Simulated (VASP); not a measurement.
# TaN (P6/mmm) in VASP: single point with PBE

Aim: the single point of TaN with PBE.

Everything below comes from runs of VASP 6.6.1. Logs are shortened: lines on timing, memory, paths and dates and some standing lists are left out, and cuts for length are marked.

## Step 1: The cell of the first run

It takes space group P6/mmm (No. 191, hexagonal). Conventional cell: a = 5.185 Å, b = 5.185 Å, c = 2.966 Å, α = 90.00°, β = 90.00°, γ = 120.00°. Within 3.4 Å of Ta (site symmetry 6/mmm) lie 6 N at 2.59 Å and 14 Ta at 2.97 to 3.34 Å. Within 2.8 Å of Ta (site symmetry -6m2) lie 6 N at 2.11 Å. Within 2.8 Å of N (site symmetry mmm) lie 6 Ta at 2.11 to 2.59 Å and 4 N at 2.59 Å.

## Step 2: Single point, PBE (zz strain of +2 %)

The input, INCAR:

```
SYSTEM = TaN
PREC = Accurate
ENCUT = 520
EDIFF = 1E-6
ISMEAR = -1
SIGMA = 0.03
LREAL = .False.
LASPH = .True.
NELM = 100
ALGO = Normal
ISIF = 2
LWAVE = .False.
LCHARG = .True.
GGA = PE
LELF = .True.
LVHAR = .True.
NBANDS = 33
```

The input, KPOINTS:

```
Automatic mesh
0
Gamma
  5 5 8
  0 0 0
```

The input, POSCAR:

```
TaN
1.0
    5.1849992558      0.0000000000      0.0000000000
   -2.5924996279      4.4903410741      0.0000000000
    0.0000000000      0.0000000000      2.9661600000
Ta N
3 3
Direct
    0.0000000000      0.0000000000      0.0000000000
    0.3333333333      0.6666666667      0.5000000000
    0.6666666667      0.3333333333      0.5000000000
    0.5000000000      0.0000000000      0.0000000000
    0.5000000000      0.5000000000      0.0000000000
    0.0000000000      0.5000000000      0.0000000000
```

Potentials or basis: VASP PAW PBE potentials, release 64 (Ta_pv, N).

Launch:

```sh
> cat potpaw_PBE.64/Ta_pv/POTCAR potpaw_PBE.64/N/POTCAR > POTCAR
> mpirun -np 1 vasp_std > vasp.out
```

OUTCAR:

```text
SYSTEM = TaN
   PREC = Accurate
   ENCUT = 520
   EDIFF = 1E-6
   ISMEAR = -1
   LREAL = .False.
   LASPH = .True.
   NELM = 100
   ISIF = 2
   GGA = PE

 ion  position               nearest neighbor table
   1  0.000  0.000  0.000-   5 2.59   6 2.59   6 2.59   5 2.59   4 2.59   4 2.59   3 3.34   3 3.34
                             2 3.34   2 3.34   2 3.34   3 3.34   2 3.34   3 3.34   2 3.34   3 3.34
   2  0.333  0.667  0.500-   4 2.11   4 2.11   6 2.11   6 2.11   5 2.11   5 2.11   3 2.99   3 2.99
                             3 2.99   1 3.34   1 3.34   1 3.34   1 3.34   1 3.34   1 3.34
   3  0.667  0.333  0.500-   4 2.11   4 2.11   6 2.11   6 2.11   5 2.11   5 2.11   2 2.99   2 2.99
                             2 2.99   1 3.34   1 3.34   1 3.34   1 3.34   1 3.34   1 3.34
   4  0.500  0.000  0.000-   2 2.11   3 2.11   2 2.11   3 2.11   1 2.59   1 2.59
   5  0.500  0.500  0.000-   2 2.11   3 2.11   2 2.11   3 2.11   1 2.59   1 2.59
   6  0.000  0.500  0.000-   2 2.11   3 2.11   2 2.11   3 2.11   1 2.59   1 2.59

  LATTYP: Found a hexagonal cell.
 ALAT       =     5.1849992558
 C/A-ratio  =     0.5720656559

  Lattice vectors:

 A1 = (   5.1849992558,   0.0000000000,   0.0000000000)
 A2 = (  -2.5924996279,   4.4903410741,   0.0000000000)
 A3 = (   0.0000000000,   0.0000000000,   2.9661600000)

Analysis of symmetry for initial positions (statically):
=====================================================================
 Subroutine PRICEL returns:
 Original cell was already a primitive cell.

 Routine SETGRP: Setting up the symmetry group for a
 hexagonal supercell.

 Subroutine GETGRP returns: Found 24 space group operations
 (whereof 24 operations were pure point group operations)
 out of a pool of 24 trial point group operations.

The static configuration has the point symmetry D_6h.

Analysis of symmetry for dynamics (positions and initial velocities):
=====================================================================
 Subroutine PRICEL returns:
 Original cell was already a primitive cell.

 Routine SETGRP: Setting up the symmetry group for a
 hexagonal supercell.

 Subroutine GETGRP returns: Found 24 space group operations
 (whereof 24 operations were pure point group operations)
 out of a pool of 24 trial point group operations.

The dynamic configuration has the point symmetry D_6h.

 Subroutine INISYM returns: Found 24 space group operations
 (whereof 24 operations are pure point group operations),
 and found     1 'primitive' translations

----------------------------------------------------------------------------------------

                                     Primitive cell

  volume of cell :      69.0594

  direct lattice vectors                    reciprocal lattice vectors
     5.184999256  0.000000000  0.000000000     0.192864059  0.111350116  0.000000000
    -2.592499628  4.490341074  0.000000000     0.000000000  0.222700232  0.000000000
     0.000000000  0.000000000  2.966160000     0.000000000  0.000000000  0.337136230

  length of vectors
     5.184999256  5.184999256  2.966160000     0.222700232  0.222700232  0.337136230

  position of ions in fractional coordinates (direct lattice)
     0.000000000  0.000000000  0.000000000
     0.333333333  0.666666667  0.500000000
     0.666666667  0.333333333  0.500000000
     0.500000000  0.000000000  0.000000000
     0.500000000  0.500000000  0.000000000
     0.000000000  0.500000000  0.000000000

  ion indices of the primitive-cell ions
   primitive index   ion index
                 1           1
                 2           2
                 3           3
                 4           4
                 5           5
                 6           6

----------------------------------------------------------------------------------------

 KPOINTS: Automatic mesh

Automatic generation of k-mesh.
 Grid dimensions read from file:
 generate k-points for:    5    5    8

 Generating k-lattice:

  Cartesian coordinates                     Fractional coordinates (reciprocal lattice)
     0.038572812  0.022270023  0.000000000     0.200000000  0.000000000  0.000000000
     0.000000000  0.044540046  0.000000000     0.000000000  0.200000000  0.000000000
     0.000000000  0.000000000  0.042142029     0.000000000  0.000000000  0.125000000

  Length of vectors
     0.044540046  0.044540046  0.042142029

  Shift w.r.t. Gamma in fractional coordinates (k-lattice)
     0.000000000  0.000000000  0.000000000

 Subroutine IBZKPT returns following result:
 ===========================================

 Found     25 irreducible k-points:

 Following reciprocal coordinates:
            Coordinates               Weight
  0.000000  0.000000  0.000000      1.000000
  0.200000  0.000000  0.000000      6.000000
  0.400000  0.000000  0.000000      6.000000
  0.200000  0.200000  0.000000      6.000000
  0.400000  0.200000  0.000000      6.000000
  0.000000  0.000000  0.125000      2.000000
[... 16 lines left out ...]
  0.400000  0.000000  0.500000      6.000000
  0.200000  0.200000  0.500000      6.000000
   k-points           NKPTS =     25   k-points in BZ     NKDIM =     25   number of bands    NBANDS=     33
   number of dos      NEDOS =    301   number of ions     NIONS =      6
   total plane-waves  NPLWV =  38400
   dimension x,y,z NGX =    40 NGY =   40 NGZ =   24
   dimension x,y,z NGXF=    80 NGYF=   80 NGZF=   48
   ions per type =               3   3
   NGX,Y,Z   is equivalent  to a cutoff of  12.83, 12.83, 13.45 a.u.
   NGXF,Y,Z  is equivalent  to a cutoff of  25.65, 25.65, 26.90 a.u.
 SYSTEM =  TaN
   PREC   = accura    normal or accurate (medium, high low for compatibility)
   ISTART =      0    job   : 0-new  1-cont  2-samecut
   ICHARG =      2    charge: 1-file 2-atom 10-const
   ISPIN  =      1    spin polarized calculation?
   LNONCOLLINEAR =      F non collinear calculations
   LSORBIT =      F    spin-orbit coupling
   LASPH  =      T    aspherical Exc in radial PAW
   ENCUT  =  520.0 eV  38.22 Ry    6.18 a.u.   9.64  9.64  5.52*2*pi/ulx,y,z
   NELM   =    100;   NELMIN=  2; NELMDL= -5     # of ELM steps
   EDIFF  = 0.1E-05   stopping-criterion for ELM
   LREAL  =      F    real-space projection
   EDIFFG = 0.1E-04   stopping-criterion for IOM
   NSW    =      0    number of steps for IOM
   IBRION =     -1    ionic relax: 0-MD 1-quasi-New 2-CG
   NFREE  =      0    steps in history (QN), initial steepest desc. (CG)
   ISIF   =      2    stress and relaxation
   ISYM   =      2    0-nonsym 1-usesym 2-fastsym
   POTIM  = 0.5000    time-step for ionic-motion
   TEBEG  =    0.0;   TEEND  =   0.0 temperature during run
   PSTRESS=    0.0 pullay stress
   NELECT =      48.0000    total number of electrons
   NUPDOWN=      -1.0000    fix difference up-down
   EMIN   =  10.00;   EMAX   =-10.00  energy-range for DOS
   EFERMI =   0.00;   METHOD = LEGACY
   ISMEAR =    -1;   SIGMA  =   0.03  broadening in eV -4-tet -1-fermi 0-gaus
   EFERMI_NEDOS =   21; number of points for ismear=-14 and -15
   IALGO  =     38    algorithm
   IMIX   =      4    mixing-type and parameters
     AMIX     =   0.40;   BMIX     =  1.00
     AMIX_MAG =   1.60;   BMIX_MAG =  1.00
  volume/ion in A,a.u.               =      11.51        77.67
  Fermi-wavevector in a.u.,A,eV,Ry     =   1.450155  2.740395 28.612359  2.102949
  Thomas-Fermi vector in A             =   2.567799
   LORBIT       =      0    0 simple, 1 ext, 2 COOP (PROOUT), +10 PAW based schemes
   GGA     = PE    functional components
   LHFCALC =     F    Hartree Fock is set to
   AEXX    =    0.0000 exact exchange contribution
   IVDW    =     0    specifies the selected vdW correction
   LEPSILON=     F    determine dielectric tensor
   LRPA    =     F    only Hartree local field effects (RPA)
 non-spin polarized calculation
  energy-cutoff  :      520.00
  volume of cell :       69.06
 maximum number of plane-waves:      1883
 NGX is ok and might be reduce to    40
   NGX = 19   NGY = 19   NGZ = 11

 number of electron      47.9999999 magnetization

 Free energy of the ion-electron system (eV)
  ---------------------------------------------------
  ext. energy  EPLUGINS =         0.00000000
  ---------------------------------------------------
  free energy    TOTEN  =       -64.76088535 eV

  energy without entropy =      -64.76021619  energy(sigma->0) =      -64.76055077

 E-fermi :   7.9915     XC(G=0): -12.9581

 val. band max:        7.8857775886   @ k =   0.0000   0.0000   0.2500
 cond. band min:       8.1119011332   @ k =   0.2000   0.0000   0.2500
 fundamental gap:      0.2261235446
 Fermi energy:         7.9915120847

 k-point     1 :       0.0000    0.0000    0.0000
  band No.  band energies     occupation
      1     -28.2169      2.00000
      2     -28.2169      2.00000
      3     -27.8419      2.00000
      4     -27.8419      2.00000
      5     -27.6602      2.00000
      6     -27.5346      2.00000
[... 25 lines left out ...]
     32      11.1244      0.00000
     33      11.4557      0.00000

 k-point     2 :       0.2000    0.0000    0.0000
  band No.  band energies     occupation
      1     -28.2434      2.00000
      2     -28.1990      2.00000
      3     -27.8223      2.00000
      4     -27.8043      2.00000
      5     -27.6486      2.00000
      6     -27.5767      2.00000
[... 25 lines left out ...]
     32      11.2793      0.00000
     33      11.3547      0.00000

 k-point     3 :       0.4000    0.0000    0.0000
  band No.  band energies     occupation
      1     -28.2797      2.00000
      2     -28.1269      2.00000
      3     -27.8815      2.00000
      4     -27.7442      2.00000
      5     -27.6219      2.00000
      6     -27.5967      2.00000
[... 25 lines left out ...]
     32      11.4997      0.00000
     33      11.7250      0.00000

 k-point     4 :       0.2000    0.2000    0.0000
  band No.  band energies     occupation
      1     -28.2613      2.00000
      2     -28.1595      2.00000
      3     -27.8658      2.00000
      4     -27.7530      2.00000
      5     -27.6286      2.00000
      6     -27.5975      2.00000
[... 673 lines left out ...]
     32      11.9845      0.00000
     33      12.5434      0.00000

 k-point    23 :       0.4000    0.0000    0.5000
  band No.  band energies     occupation
      1     -28.4004      2.00000
      2     -28.2869      2.00000
      3     -28.1085      2.00000
      4     -28.0040      2.00000
      5     -27.7742      2.00000
      6     -27.6472      2.00000
[... 25 lines left out ...]
     32      12.1092      0.00000
     33      13.3856      0.00000

 k-point    24 :       0.2000    0.2000    0.5000
  band No.  band energies     occupation
      1     -28.4067      2.00000
      2     -28.2785      2.00000
      3     -28.1159      2.00000
      4     -27.9990      2.00000
      5     -27.7716      2.00000
      6     -27.6459      2.00000
[... 25 lines left out ...]
     32      11.8736      0.00000
     33      13.2569      0.00000

 [... further k-points ...]
[... 5 lines left out ...]
  --------------------------------------------------------------------------------------
  -------------------------------------------------------------------------------------
  Total        2.7026605      2.7026605     -1.4049239      0.0000000     -0.0000000      0.0000000
  in kB       62.7017239     62.7017239    -32.5942342      0.0000000     -0.0000000      0.0000000
  external PRESSURE =      30.9364046 kB  Pullay stress =       0.0000000 kB

 VOLUME and BASIS-vectors are now :
 -----------------------------------------------------------------------------
  energy-cutoff  :      520.00
  volume of cell :       69.06
      direct lattice vectors                 reciprocal lattice vectors
     5.184999256  0.000000000  0.000000000     0.192864059  0.111350116  0.000000000
    -2.592499628  4.490341074  0.000000000     0.000000000  0.222700232  0.000000000
     0.000000000  0.000000000  2.966160000     0.000000000  0.000000000  0.337136230

 POSITION                                       TOTAL-FORCE (eV/Angst)
 -----------------------------------------------------------------------------------
      0.00000      0.00000      0.00000         0.000000      0.000000      0.000000
     -0.00000      2.99356      1.48308         0.000000      0.000000      0.000000
      2.59250      1.49678      1.48308        -0.000000     -0.000000      0.000000
      2.59250      0.00000      0.00000         0.000000      0.000000      0.000000
      1.29625      2.24517      0.00000         0.000000      0.000000      0.000000
     -1.29625      2.24517      0.00000         0.000000      0.000000      0.000000
 -----------------------------------------------------------------------------------
    total drift:                               -0.000000      0.000000     -0.000000

  FREE ENERGIE OF THE ION-ELECTRON SYSTEM (eV)
  ---------------------------------------------------
  free  energy   TOTEN  =       -64.7608853480 eV

  energy  without entropy=      -64.7602161941  energy(sigma->0) =      -64.76055077
```

Wall time 1.7 min (1 thread of AMD EPYC 7R43 (Zen 3), shared host); peak memory 0.17 GiB.

Results:

* Free energy: -64.7609 eV
* Pressure: 3.1 GPa
* Band gap on the k mesh: zero (band 24 reaches 8.87 eV, above the bottom of band 25 at 6.85 eV)

Caveat: the cell differs from its parent crystal (zz strain of +2 %); spin-orbit coupling is left out, which moves the levels of the heavy elements.
